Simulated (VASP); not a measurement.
Here is a VASP 6.6.1 calculation.

The input INCAR:

```
SYSTEM = AlIn
  PREC = Accurate
  ENCUT = 520
  EDIFF = 1E-7
  ISMEAR = -1
  SIGMA = 0.05
  LREAL = .False.
  LASPH = .True.
  NELM = 100
  ALGO = Normal
  ISIF = 2
  LWAVE = .False.
  LCHARG = .False.
  GGA = PE
  NBANDS = 15
```

Contents of KPOINTS:

```
regular mesh
0
Gamma
  10 10 5
  0 0 0
```

POSCAR

```
AlIn
1.0
    3.0336318656      0.0000000000      0.0000000000
   -1.5168208992      2.6272080557      0.0000000000
    0.0000000000      0.0000000000      5.7889045932
Al In
1 1
Direct
    0.0000000000      0.0000000000      0.0000000000
    0.0000000000      0.0000000000      0.5000000000
```

Potentials or basis: VASP PAW PBE potentials, release 64 (Al, In_d).

The run is started by

```sh
$ cat potpaw_PBE.64/Al/POTCAR potpaw_PBE.64/In_d/POTCAR > POTCAR
$ mpirun -np 1 vasp_std > vasp.out
```

Question: What does it give for the pressure?

Answer: 0.9 GPa.

Question: Predict the band gap on the k mesh.

Answer: Zero (band 8 reaches 8.45 eV, above the bottom of band 9 at 4.80 eV).

Stress tensor (GPa, compression positive):
```
1.23 0.00 0.00
0.00 1.23 0.00
0.00 0.00 0.10
```

Caveat: spin-orbit coupling is left out, which moves the levels of the heavy elements.
